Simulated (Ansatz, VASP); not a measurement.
Pd: VASP beside Ansatz

Contents of INCAR:

```
PREC = Accurate ; ENCUT = 520
EDIFF = 1E-6 ; ISMEAR = -1
SIGMA = 0.05 ; LREAL = False
LASPH = True ; NELM = 150
ALGO = Normal ; ISIF = 2
LWAVE = False ; LCHARG = True
ISPIN = 2 ; MAGMOM = 0.5
LORBIT = 11 ; LMAXMIX = 4
GGA = RE ; LELF = True
LVHAR = True ; NBANDS = 15
```

The input KPOINTS:

```
regular mesh
0
Gamma
  16 16 16
```

File POSCAR:

```
Pd
1.0
   -1.6410648502      1.6410648502      1.6410648502
    1.6410648502     -1.6410648502      1.6410648502
    1.6410648502      1.6410648502     -1.6410648502
Pd
1
Direct
    0.0000000000      0.0000000000      0.0000000000
```

Input for Ansatz:

```yaml
crystal:
  lattice:
    - [-1.6410648502, 1.6410648502, 1.6410648502]
    - [1.6410648502, -1.6410648502, 1.6410648502]
    - [1.6410648502, 1.6410648502, -1.6410648502]
  atoms:
    - { symbol: Pd, position: [0.0, 0.0, 0.0], spin: 0.5 }
hamiltonian:
  xc: revpbe
  pseudopotentials:
    kind: paw
    azcp:
      Pd: "pseudopotentials/Pd.paw.azcp"
basis:
  ecutwfc: 420
  fft_grid_basis: typed
kpoints:
  mp_grid: { grid: [16, 16, 16], shift: [0, 0, 0] }
magnetization:
  spin_polarized: true
scf:
  occupations: { method: fermi_dirac, width: 0.05 }
  lower_state_search: "off"
output:
  stress: true
  write_density: true
  write_potential: true
  elf: true
  volumetric_format: npy
```

Alike in both runs: task single point; functional revPBE; k mesh 16 × 16 × 16; occupations fermi-dirac, width 0.05 eV; collinear spin.

```csv
,VASP,Ansatz
version,VASP 6.6.1,Ansatz 0.2.0
potentials or method,"VASP PAW PBE potentials, release 64 (Pd), cutoff 520 eV","plane waves (420 eV) with PAW, scalar-relativistic"
valence electrons in the cell,10,18
```

```tsv
	VASP	Ansatz	Ansatz less VASP
pressure (GPa)	-12.5	-12.3	+0.12
net moment per atom (μB)	0.00	0.00	-0.001
```

VASP's potentials were made for PBE, not for revPBE. VASP's potentials hold 10 valence electrons a cell and Ansatz's 18, so a difference there can come from the potentials and not from the codes. Ansatz's warnings: seeded moment not kept.
